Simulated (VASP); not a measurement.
Here is a VASP 6.6.1 calculation.

Contents of INCAR:

```
SYSTEM = ZnS
ALGO = Normal
EDIFF = 1E-6
ENCUT = 500
GGA = PS
GGA_COMPAT = .False.
ISIF = 2
ISMEAR = -1
LASPH = .True.
LCHARG = .False.
LREAL = .False.
LWAVE = .False.
NBANDS = 16
NELM = 120
PREC = Accurate
SIGMA = 0.05
```

KPOINTS

```
k-points
0
Gamma
  16 16 16
  0 0 0
```

POSCAR

```
ZnS
1.0
    0.0000000000      2.3291747573      2.3291747573
    2.3291747573      0.0000000000      2.3291747573
    2.3291747573      2.3291747573      0.0000000000
Zn S
1 1
Direct
    0.0000000000      0.0000000000      0.0000000000
    0.5000000000      0.5000000000      0.5000000000
```

Potentials or basis: VASP PAW PBE potentials, release 64 (Zn, S).

The run is started by

```bash
$ cat potpaw_PBE.64/Zn/POTCAR potpaw_PBE.64/S/POTCAR > POTCAR
$ mpirun -np 1 vasp_std > vasp.out
```

Q: Estimate the band gap on the k mesh.

A: Zero (bands 9 and 10 overlap by 0.54 eV).

Q: What does it give for the pressure?

A: 37.2 GPa.

Caveat: the cell stands under pressure; semilocal functionals underestimate gaps, so a narrow gap can read as zero; the PAW data sets were made with another functional, which shifts forces and pressure a little.
